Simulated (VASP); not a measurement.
# SiC (Imm2) in VASP: further runs

Runs on SiC. Level: PBEsol. Tasks: single point.

Program: VASP 6.6.1. These are calculated values, not measurements. Logs are shortened: lines on timing, memory, paths and dates and some standing lists are left out, and cuts for length are marked.

### 1 The cell of the first run

The structure is orthorhombic, space group Imm2 (No. 44). Conventional cell: a = 3.081 Å, b = 3.081 Å, c = 4.357 Å, α = 90.00°, β = 90.00°, γ = 90.00°. Si (site symmetry mm2) has 4 C at 1.84 to 1.94 Å within 2.4 Å. C (site symmetry mm2) has 4 Si at 1.84 to 1.94 Å within 2.4 Å.

### 2 Single point, PBEsol (mode 4 frozen in at -0.060 Å and mode 5 at +0.000 Å (largest displacements))

INCAR

```
PREC = Accurate
ENCUT = 520
EDIFF = 1E-6
ISMEAR = 0
SIGMA = 0.05
LREAL = False
LASPH = True
NELM = 60
ALGO = Normal
ISIF = 2
LWAVE = False
LCHARG = True
GGA = PS
LELF = True
LVHAR = True
NBANDS = 11
```

KPOINTS

```
regular mesh
0
Gamma
  10 10 10
```

POSCAR

```
SiC
1.0
    0.0000000000      2.1783895848      2.1783895848
    2.1783895848      0.0000000000      2.1783895848
    2.1783895848      2.1783895848      0.0000000000
Si C
1 1
Direct
   -0.0058896629      0.0058896629      0.0058896629
    0.7637716413      0.7362283587      0.7362283587
```

Potentials or basis: VASP PAW PBE potentials, release 64 (Si, C).

Launch:

```
$ cat potpaw_PBE.64/Si/POTCAR potpaw_PBE.64/C/POTCAR > POTCAR
$ mpirun -np 1 vasp_std > vasp.out
```

OUTCAR:

```text
PREC = Accurate
   ENCUT = 520
   EDIFF = 1E-6
   ISMEAR = 0
   LREAL = False
   LASPH = True
   NELM = 60
   ISIF = 2
   GGA = PS

 ion  position               nearest neighbor table
   1  0.994  0.006  0.006-   2 1.84   2 1.84   2 1.94   2 1.94
   2  0.764  0.736  0.736-   1 1.84   1 1.84   1 1.94   1 1.94

  LATTYP: Found a face centered cubic cell.
 ALAT       =     4.3567791696

  Lattice vectors:

 A1 = (   0.0000000000,   2.1783895848,   2.1783895848)
 A2 = (   2.1783895848,   0.0000000000,   2.1783895848)
 A3 = (   2.1783895848,   2.1783895848,   0.0000000000)

Analysis of symmetry for initial positions (statically):
=====================================================================
 Subroutine PRICEL returns:
 Original cell was already a primitive cell.

 Routine SETGRP: Setting up the symmetry group for a
 face centered cubic supercell.

 Subroutine GETGRP returns: Found  4 space group operations
 (whereof  4 operations were pure point group operations)
 out of a pool of 48 trial point group operations.

The static configuration has the point symmetry C_2v.

Analysis of symmetry for dynamics (positions and initial velocities):
=====================================================================
 Subroutine PRICEL returns:
 Original cell was already a primitive cell.

 Routine SETGRP: Setting up the symmetry group for a
 face centered cubic supercell.

 Subroutine GETGRP returns: Found  4 space group operations
 (whereof  4 operations were pure point group operations)
 out of a pool of 48 trial point group operations.

The dynamic configuration has the point symmetry C_2v.

 Subroutine INISYM returns: Found  4 space group operations
 (whereof  4 operations are pure point group operations),
 and found     1 'primitive' translations

----------------------------------------------------------------------------------------

                                     Primitive cell

  volume of cell :      20.6746

  direct lattice vectors                    reciprocal lattice vectors
     0.000000000  2.178389585  2.178389585    -0.229527355  0.229527355  0.229527355
     2.178389585  0.000000000  2.178389585     0.229527355 -0.229527355  0.229527355
     2.178389585  2.178389585  0.000000000     0.229527355  0.229527355 -0.229527355

  length of vectors
     3.080708095  3.080708095  3.080708095     0.397553041  0.397553041  0.397553041

  position of ions in fractional coordinates (direct lattice)
     0.994110337  0.005889663  0.005889663
     0.763771641  0.736228359  0.736228359

  ion indices of the primitive-cell ions
   primitive index   ion index
                 1           1
                 2           2

----------------------------------------------------------------------------------------

 KPOINTS: regular mesh

Automatic generation of k-mesh.
 Grid dimensions read from file:
 generate k-points for:   10   10   10

 Generating k-lattice:

  Cartesian coordinates                     Fractional coordinates (reciprocal lattice)
    -0.022952736  0.022952736  0.022952736     0.100000000  0.000000000  0.000000000
     0.022952736 -0.022952736  0.022952736     0.000000000  0.100000000  0.000000000
     0.022952736  0.022952736 -0.022952736     0.000000000  0.000000000  0.100000000

  Length of vectors
     0.039755304  0.039755304  0.039755304

  Shift w.r.t. Gamma in fractional coordinates (k-lattice)
     0.000000000  0.000000000  0.000000000

 Subroutine IBZKPT returns following result:
 ===========================================

 Found    171 irreducible k-points:

 Following reciprocal coordinates:
            Coordinates               Weight
  0.000000  0.000000  0.000000      1.000000
  0.100000  0.000000  0.000000      4.000000
  0.000000  0.100000  0.000000      4.000000
  0.200000  0.000000  0.000000      4.000000
  0.000000  0.200000  0.000000      4.000000
  0.300000  0.000000  0.000000      4.000000
[... 16 lines left out ...]
  0.000000  0.400000  0.100000      4.000000
  0.100000  0.000000  0.400000      8.000000
 [... further k-points ...]
   k-points           NKPTS =    171   k-points in BZ     NKDIM =    171   number of bands    NBANDS=     11
   number of dos      NEDOS =    301   number of ions     NIONS =      2
   total plane-waves  NPLWV =  13824
   dimension x,y,z NGX =    24 NGY =   24 NGZ =   24
   dimension x,y,z NGXF=    48 NGYF=   48 NGZF=   48
   ions per type =               1   1
   NGX,Y,Z   is equivalent  to a cutoff of  12.95, 12.95, 12.95 a.u.
   NGXF,Y,Z  is equivalent  to a cutoff of  25.90, 25.90, 25.90 a.u.
 SYSTEM =  unknown system
   PREC   = accura    normal or accurate (medium, high low for compatibility)
   ISTART =      0    job   : 0-new  1-cont  2-samecut
   ICHARG =      2    charge: 1-file 2-atom 10-const
   ISPIN  =      1    spin polarized calculation?
   LNONCOLLINEAR =      F non collinear calculations
   LSORBIT =      F    spin-orbit coupling
   LASPH  =      T    aspherical Exc in radial PAW
   ENCUT  =  520.0 eV  38.22 Ry    6.18 a.u.   5.73  5.73  5.73*2*pi/ulx,y,z
   NELM   =     60;   NELMIN=  2; NELMDL= -5     # of ELM steps
   EDIFF  = 0.1E-05   stopping-criterion for ELM
   LREAL  =      F    real-space projection
   EDIFFG = 0.1E-04   stopping-criterion for IOM
   NSW    =      0    number of steps for IOM
   IBRION =     -1    ionic relax: 0-MD 1-quasi-New 2-CG
   NFREE  =      0    steps in history (QN), initial steepest desc. (CG)
   ISIF   =      2    stress and relaxation
   ISYM   =      2    0-nonsym 1-usesym 2-fastsym
   POTIM  = 0.5000    time-step for ionic-motion
   TEBEG  =    0.0;   TEEND  =   0.0 temperature during run
   PSTRESS=    0.0 pullay stress
   NELECT =       8.0000    total number of electrons
   NUPDOWN=      -1.0000    fix difference up-down
   EMIN   =  10.00;   EMAX   =-10.00  energy-range for DOS
   EFERMI =   0.00;   METHOD = LEGACY
   ISMEAR =     0;   SIGMA  =   0.05  broadening in eV -4-tet -1-fermi 0-gaus
   EFERMI_NEDOS =   21; number of points for ismear=-14 and -15
   IALGO  =     38    algorithm
   IMIX   =      4    mixing-type and parameters
     AMIX     =   0.40;   BMIX     =  1.00
     AMIX_MAG =   1.60;   BMIX_MAG =  1.00
  volume/ion in A,a.u.               =      10.34        69.76
  Fermi-wavevector in a.u.,A,eV,Ry     =   1.192960  2.254368 19.363185  1.423154
  Thomas-Fermi vector in A             =   2.328986
   LORBIT       =      0    0 simple, 1 ext, 2 COOP (PROOUT), +10 PAW based schemes
   GGA     = PS    functional components
   LHFCALC =     F    Hartree Fock is set to
   AEXX    =    0.0000 exact exchange contribution
   IVDW    =     0    specifies the selected vdW correction
   LEPSILON=     F    determine dielectric tensor
   LRPA    =     F    only Hartree local field effects (RPA)
 non-spin polarized calculation
 Gauss-broadening in eV      SIGMA  =   0.05
  energy-cutoff  :      520.00
  volume of cell :       20.67
 maximum number of plane-waves:       568
   NGX = 11   NGY = 11   NGZ = 11

 number of electron       8.0000000 magnetization

 Free energy of the ion-electron system (eV)
  ---------------------------------------------------
  ext. energy  EPLUGINS =         0.00000000
  ---------------------------------------------------
  free energy    TOTEN  =       -15.84482267 eV

  energy without entropy =      -15.84482267  energy(sigma->0) =      -15.84482267

 E-fermi :   8.7396     XC(G=0): -11.5084

 val. band max:        8.4436776818   @ k =   0.0000   0.0000   0.0000
 cond. band min:       9.2779867179   @ k =   0.5000   0.5000   0.0000
 fundamental gap:      0.8343090361
 Fermi energy:         8.7396475152

 k-point     1 :       0.0000    0.0000    0.0000
  band No.  band energies     occupation
      1      -7.3699      2.00000
      2       7.6397      2.00000
      3       8.0801      2.00000
      4       8.4437      2.00000
      5      14.2279      0.00000
      6      15.1746      0.00000
      7      15.3062      0.00000
      8      15.5020      0.00000
      9      22.5088      0.00000
     10      22.5142      0.00000
     11      24.3087      0.00000

 k-point     2 :       0.1000    0.0000    0.0000
  band No.  band energies     occupation
      1      -7.1747      2.00000
      2       7.2205      2.00000
      3       7.5163      2.00000
      4       8.1126      2.00000
      5      14.5105      0.00000
      6      15.3278      0.00000
      7      15.6384      0.00000
      8      15.7442      0.00000
      9      21.6195      0.00000
     10      21.6196      0.00000
     11      23.9862      0.00000

 k-point     3 :       0.0000    0.1000    0.0000
  band No.  band energies     occupation
      1      -7.1729      2.00000
      2       6.7817      2.00000
      3       7.8372      2.00000
      4       8.2988      2.00000
      5      14.4583      0.00000
      6      15.4173      0.00000
      7      15.4768      0.00000
      8      15.8653      0.00000
      9      21.4427      0.00000
     10      21.5069      0.00000
     11      24.2212      0.00000

 k-point     4 :       0.2000    0.0000    0.0000
  band No.  band energies     occupation
      1      -6.5979      2.00000
      2       5.0610      2.00000
      3       7.2296      2.00000
      4       7.7955      2.00000
      5      14.1847      0.00000
      6      15.6474      0.00000
      7      16.1121      0.00000
      8      16.7905      0.00000
      9      20.9446      0.00000
     10      21.1318      0.00000
     11      23.1015      0.00000
[... 239 lines left out ...]
 k-point    22 :       0.4000    0.1000    0.0000
  band No.  band energies     occupation
      1      -4.7674      2.00000
      2       1.4219      2.00000
      3       6.2746      2.00000
      4       6.8212      2.00000
      5      13.5623      0.00000
      6      15.1882      0.00000
      7      16.1141      0.00000
      8      18.0722      0.00000
      9      21.6047      0.00000
     10      24.2959      0.00000
     11      24.7745      0.00000

 k-point    23 :       0.0000    0.4000    0.1000
  band No.  band energies     occupation
      1      -4.7203      2.00000
      2       1.1622      2.00000
      3       6.4595      2.00000
      4       6.9475      2.00000
      5      13.6705      0.00000
      6      15.3431      0.00000
      7      16.1203      0.00000
      8      17.9913      0.00000
      9      21.3953      0.00000
     10      24.4180      0.00000
     11      24.5343      0.00000

 k-point    24 :       0.1000    0.0000    0.4000
  band No.  band energies     occupation
      1      -4.7152      2.00000
      2       1.1320      2.00000
      3       6.5103      2.00000
      4       6.9528      2.00000
      5      13.5445      0.00000
      6      15.1575      0.00000
      7      16.5588      0.00000
      8      18.0033      0.00000
      9      21.2709      0.00000
     10      24.1980      0.00000
     11      24.5906      0.00000

 [... further k-points ...]
[... 5 lines left out ...]
  --------------------------------------------------------------------------------------
  -------------------------------------------------------------------------------------
  Total        0.0396612      0.2173479      0.2173479      0.0000000     -0.7427502      0.0000000
  in kB        3.0735494     16.8433860     16.8433860      0.0000000    -57.5594627      0.0000000
  external PRESSURE =      12.2534404 kB  Pullay stress =       0.0000000 kB

 VOLUME and BASIS-vectors are now :
 -----------------------------------------------------------------------------
  energy-cutoff  :      520.00
  volume of cell :       20.67
      direct lattice vectors                 reciprocal lattice vectors
     0.000000000  2.178389585  2.178389585    -0.229527355  0.229527355  0.229527355
     2.178389585  0.000000000  2.178389585     0.229527355 -0.229527355  0.229527355
     2.178389585  2.178389585  0.000000000     0.229527355  0.229527355 -0.229527355

 POSITION                                       TOTAL-FORCE (eV/Angst)
 -----------------------------------------------------------------------------------
      0.02566      2.17839      2.17839        -1.629843      0.000000      0.000000
      3.20758      3.26758      3.26758         1.629843     -0.000000     -0.000000
 -----------------------------------------------------------------------------------
    total drift:                                0.000002     -0.000000     -0.000000

  FREE ENERGIE OF THE ION-ELECTRON SYSTEM (eV)
  ---------------------------------------------------
  free  energy   TOTEN  =       -15.8448226673 eV

  energy  without entropy=      -15.8448226673  energy(sigma->0) =      -15.84482267
```

It took 60 s on 1 thread of AMD EPYC 7R43 (Zen 3), shared host; peak memory 0.12 GiB.

What came out:

- Free energy: -15.8448 eV
- Pressure: 1.2 GPa
- Largest force: 1.630 eV/Å
- Band gap on the k mesh: 0.83 eV, indirect (least direct gap 4.24 eV)

Forces in eV/Å, atoms in the order of the input:
```
Si  -1.630  0.000  0.000
C    1.630  0.000  0.000
```

Stress tensor (GPa, compression positive):
```
 0.31  0.00  0.00
 0.00  1.68 -5.76
 0.00 -5.76  1.68
```

Caveat: the cell differs from its parent crystal (mode 4 frozen in at -0.060 Å and mode 5 at +0.000 Å (largest displacements)); the PAW data sets were made with another functional, which shifts forces and pressure a little. A k mesh can miss the band edges.

### 3 Single point, PBEsol (mode 4 frozen in at -0.036 Å and mode 5 at +0.000 Å (largest displacements))

INCAR

```
PREC = Accurate ; ENCUT = 520
EDIFF = 1E-6 ; ISMEAR = 0
SIGMA = 0.05 ; LREAL = False
LASPH = True ; NELM = 60
ALGO = Normal ; ISIF = 2
LWAVE = False ; LCHARG = True
GGA = PS ; LELF = True
LVHAR = True ; NBANDS = 11
```

KPOINTS

```
Automatic mesh
0
Gamma
  10 10 10
```

POSCAR

```
SiC
1.0
    0.0000000000      2.1783895848      2.1783895848
    2.1783895848      0.0000000000      2.1783895848
    2.1783895848      2.1783895848      0.0000000000
Si C
1 1
Direct
   -0.0035337978      0.0035337978      0.0035337978
    0.7582629848      0.7417370152      0.7417370152
```

Potentials or basis: VASP PAW PBE potentials, release 64 (Si, C).

Launch:

```
$ cat potpaw_PBE.64/Si/POTCAR potpaw_PBE.64/C/POTCAR > POTCAR
$ mpirun -np 1 vasp_std > vasp.out
```

It took 49 s on 1 thread of AMD EPYC 7R43 (Zen 3), shared host; peak memory 0.12 GiB.

The run converged. Its results:

```
Free energy            : -15.8896 eV
Pressure               : 0.7 GPa
Largest force          : 0.984 eV/Å
Band gap on the k mesh : 0.99 eV, indirect (least direct gap 4.32 eV)
```

Forces in eV/Å, atoms in the order of the input:
```
Si  -0.984  0.000  0.000
C    0.984  0.000  0.000
```

Stress tensor (GPa, compression positive):
```
 0.34  0.00  0.00
 0.00  0.84 -3.44
 0.00 -3.44  0.84
```

Levels at points of the mesh, in eV from the valence-band top:
```
           k point  band 2  band 3  band 4  band 5  band 6  band 7
(0.00, 0.00, 0.00)   -0.48   -0.23    0.00    5.95    6.92    7.01
(0.50, 0.00, 0.00)   -8.74   -1.51   -1.17    5.14    6.67    7.05
(0.00, 0.50, 0.00)   -8.94   -1.39   -1.09    5.13    6.77    7.15
(0.50, 0.50, 0.00)   -8.08   -3.44   -3.44    0.99    3.95   13.73
(0.00, 0.50, 0.50)   -8.06   -3.58   -3.32    1.00    3.97   13.72
```

Caveat: the cell differs from its parent crystal (mode 4 frozen in at -0.036 Å and mode 5 at +0.000 Å (largest displacements)); the PAW data sets were made with another functional, which shifts forces and pressure a little. A k mesh can miss the band edges.

### 4 Single point, PBEsol (mode 4 frozen in at -0.012 Å and mode 5 at +0.000 Å (largest displacements))

INCAR

```
  ALGO = Normal
  EDIFF = 1E-6
  ENCUT = 520
  GGA = PS
  ISIF = 2
  ISMEAR = 0
  LASPH = True
  LCHARG = False
  LREAL = False
  LWAVE = False
  NBANDS = 11
  NELM = 80
  PREC = Accurate
  SIGMA = 0.05
```

KPOINTS

```
k-points
0
Gamma
  10 10 10
```

POSCAR

```
SiC
1.0
    0.0000000000      2.1783895848      2.1783895848
    2.1783895848      0.0000000000      2.1783895848
    2.1783895848      2.1783895848      0.0000000000
Si C
1 1
Direct
   -0.0011779326      0.0011779326      0.0011779326
    0.7527543283      0.7472456717      0.7472456717
```

Launch:

```
$ cat potpaw_PBE.64/Si/POTCAR potpaw_PBE.64/C/POTCAR > POTCAR
$ mpirun -np 1 vasp_std > vasp.out
```

It took 69 s on 1 thread of AMD EPYC 7R43 (Zen 3), shared host; peak memory 0.12 GiB.

The run converged. Its results:

```
Free energy            : -15.9121 eV
Pressure               : 0.4 GPa
Largest force          : 0.329 eV/Å
Band gap on the k mesh : 1.15 eV, indirect (least direct gap 4.40 eV)
```

Forces in eV/Å, atoms in the order of the input:
```
Si  -0.329  0.000  0.000
C    0.329  0.000  0.000
```

Stress tensor (GPa, compression positive):
```
 0.36  0.00  0.00
 0.00  0.41 -1.14
 0.00 -1.14  0.41
```

Levels at points of the mesh, in eV from the valence-band top:
```csv
k point,band 1,band 2,band 3,band 4,band 5,band 6,band 7,band 8,band 9
"(0.00, 0.00, 0.00)",-15.51,-0.16,-0.08,0.00,6.12,7.14,7.17,7.20,14.38
"(0.50, 0.00, 0.00)",-11.92,-8.65,-1.21,-1.10,5.30,6.98,7.11,9.84,15.95
"(0.00, 0.50, 0.00)",-11.89,-8.72,-1.17,-1.07,5.30,7.02,7.14,9.84,15.92
"(0.50, 0.50, 0.00)",-10.44,-7.92,-3.29,-3.29,1.15,4.12,13.88,13.89,14.61
"(0.00, 0.50, 0.50)",-10.44,-7.91,-3.33,-3.25,1.15,4.12,13.88,13.89,14.61
```

Caveat: the cell differs from its parent crystal (mode 4 frozen in at -0.012 Å and mode 5 at +0.000 Å (largest displacements)); the PAW data sets were made with another functional, which shifts forces and pressure a little. A k mesh can miss the band edges.
